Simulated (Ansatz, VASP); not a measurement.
P: VASP beside Ansatz

```
CELL_PARAMETERS angstrom
-1.58959 1.58959 1.58959
1.58959 -1.58959 1.58959
1.58959 1.58959 -1.58959
ATOMIC_POSITIONS crystal
P 0.00000 0.00000 0.00000
```

Alike in both runs: task single point; functional r2SCAN; k mesh 16 × 16 × 16; occupations fermi-dirac, width 0.1 eV; no spin polarisation.

|  | VASP | Ansatz |
| --- | --- | --- |
| version | VASP 6.6.1 | Ansatz 0.2.0 |
| potentials or method | VASP PAW PBE potentials, release 64 (P), cutoff 520 eV | plane waves (500 eV) with PAW, scalar-relativistic |
| valence electrons in the cell | 5 | 5 |

```tsv
	VASP	Ansatz	Ansatz less VASP
pressure (GPa)	-8.8	-8.8	+0.06
```

VASP's potentials were made for PBE, not for r2SCAN.
